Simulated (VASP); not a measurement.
Wanted: the native input for a VASP 6.6.1 run.

```
Task                   : single point
Functional             : PBE
Potentials or basis    : VASP PAW PBE potentials, release 64 (Mg)
Cutoff                 : 520 eV
k mesh                 : 11 × 11 × 11
Occupations            : gaussian, width 0.1 eV
Spin                   : no spin polarisation
Dipole correction      : no
Further INCAR settings : ALGO = Normal; EDIFF = 1e-06; NBANDS = 7
```

The structure of Mg lies in POSCAR:

```
Mg
1.0
   -1.8359916300      1.8359916300      1.6794040200
    1.8359916300     -1.8359916300      1.6794040200
    1.8359916300      1.8359916300     -1.6794040200
Mg
1
Direct
    0.0000000000      0.0000000000      0.0000000000
```

One way to write it, as run:

INCAR

```
ALGO = Normal
EDIFF = 1E-6
ENCUT = 520
GGA = PE
ISIF = 2
ISMEAR = 0
LASPH = True
LCHARG = False
LREAL = False
LWAVE = False
NBANDS = 7
NELM = 80
PREC = Accurate
SIGMA = 0.1
```

KPOINTS

```
k-points
0
Gamma
  11 11 11
```

Potentials or basis: VASP PAW PBE potentials, release 64 (Mg).

Command:

```bash
$ cat potpaw_PBE.64/Mg/POTCAR > POTCAR
$ mpirun -np 1 vasp_std > vasp.out
```

Results of the run:

The pressure is 0.4 GPa and the band gap on the k mesh is zero (band 1 reaches 5.87 eV, above the bottom of band 2 at 1.55 eV).

Wall time 22 s on 1 thread of AMD EPYC 7R13 (shared host), peak memory 0.12 GiB.
